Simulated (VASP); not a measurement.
# TePt: single point with r2SCAN+D3(BJ)

TePt:

```
Te Pt
1.0
     1.98157    1.14406    6.66103
    -1.98157    1.14406    6.66103
     0.00000   -2.28812    6.66103
Te Pt
2 2
Direct
  0.59800 0.59800 0.59800
  0.40200 0.40200 0.40200
  0.87033 0.87033 0.87033
  0.12967 0.12967 0.12967
```

```yaml
Program: VASP 6.6.1
Task: single point
Functional: r2SCAN
Dispersion: D3(BJ)
Potentials_or_basis: VASP PAW PBE potentials, release 64 (Te, Pt)
Cutoff: 550 eV
k_mesh: 6 × 6 × 6
Occupations: fermi-dirac, width 0.1 eV
Spin: no spin polarisation
Dipole_correction: no
Further_INCAR_settings: ALGO = Normal; EDIFF = 1e-06; NBANDS = 24
```

```yaml
Pressure: 0.7 GPa
Largest_force: 0.074 eV/Å
Band_gap_on_the_k_mesh: zero (bands 16 and 17 overlap by 2.53 eV)
Dispersion_energy_per_atom: -0.272 eV
```

Forces in eV/Å, atoms in the order of the input:
```
Te   0.000  0.000  0.074
Te   0.000  0.000 -0.074
Pt   0.000  0.000 -0.049
Pt   0.000  0.000  0.049
```

Stress tensor (GPa, compression positive):
```
0.70 0.00 0.00
0.00 0.70 0.00
0.00 0.00 0.82
```

Levels at points of the mesh, in eV from the Fermi level:
| k point | band 13 | band 14 | band 15 | band 16 | band 17 | band 18 | band 19 | band 20 |
| --- | --- | --- | --- | --- | --- | --- | --- | --- |
| (0.00, 0.00, 0.00) | -1.87 | 0.70 | 0.70 | 0.88 | 1.52 | 3.00 | 3.00 | 5.07 |
| (0.50, 0.00, 0.00) | -2.70 | -2.14 | -2.02 | -1.10 | 0.31 | 1.44 | 2.21 | 4.17 |
| (0.50, 0.50, 0.00) | -2.67 | -1.95 | -1.80 | -1.36 | -1.24 | 2.65 | 4.04 | 5.12 |
| (0.50, 0.50, 0.50) | -1.78 | -1.73 | 1.29 | 1.29 | 2.06 | 2.06 | 3.74 | 5.10 |

Run time: 7.7 min on 1 thread of Intel(R) Xeon(R) 6975P-C (Granite Rapids), with other jobs on the host, peak memory 0.45 GiB.

Caveat: the PAW data sets were made with another functional, which shifts forces and pressure a little; spin-orbit coupling is left out, which moves the levels of the heavy elements.
